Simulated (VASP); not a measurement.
A run of VASP 6.6.1:

POSCAR

```
RbCaH3
1.0
    4.6091238099      0.5541761766      0.5541761766
    0.5541761766      4.6091238099      0.5541761766
    0.5541761766      0.5541761766      4.6091238099
Rb Ca H
1 1 3
Direct
    0.0000000000      0.0000000000      0.0000000000
    0.5000000000      0.5000000000      0.5000000000
    0.0000000000      0.5000000000      0.5000000000
    0.5000000000      0.0000000000      0.5000000000
    0.5000000000      0.5000000000      0.0000000000
```

INCAR.step1

```
SYSTEM = RbCaH3
ALGO = Normal
EDIFF = 1E-4
ENCUT = 520
GGA = PE
ISMEAR = 0
LASPH = .True.
LCHARG = .False.
LREAL = .False.
LWAVE = .True.
NBANDS = 19
NELM = 60
PREC = Accurate
SIGMA = 0.05
```

Contents of INCAR.step2:

```
SYSTEM = RbCaH3
ALGO = Normal
EDIFF = 1E-7
ENCUT = 520
ISIF = 2
ISMEAR = 0
ISTART = 1
LASPH = .True.
LCHARG = .False.
LMIXTAU = .True.
LREAL = .False.
LWAVE = .False.
METAGGA = R2SCAN
NBANDS = 19
NELM = 60
PREC = Accurate
SIGMA = 0.05
```

File KPOINTS:

```
k-points
0
Gamma
  6 6 6
  0 0 0
```

Potentials or basis: VASP PAW PBE potentials, release 64 (Rb_sv, Ca_sv, H).

Launch:

```sh
$ cat potpaw_PBE.64/Rb_sv/POTCAR potpaw_PBE.64/Ca_sv/POTCAR potpaw_PBE.64/H/POTCAR > POTCAR
$ cp INCAR.step1 INCAR
$ mpirun -np 1 vasp_std > vasp.out
$ cp INCAR.step2 INCAR
$ mpirun -np 1 vasp_std > vasp.out
```

Hardware: 1 thread of AMD EPYC 7R13, on a shared host.

Task: Estimate the wall time of this run.

Result: Wall time 4.8 min on 1 thread of AMD EPYC 7R13, with other jobs on the host, peak memory 0.26 GiB. Counts: k points 32.
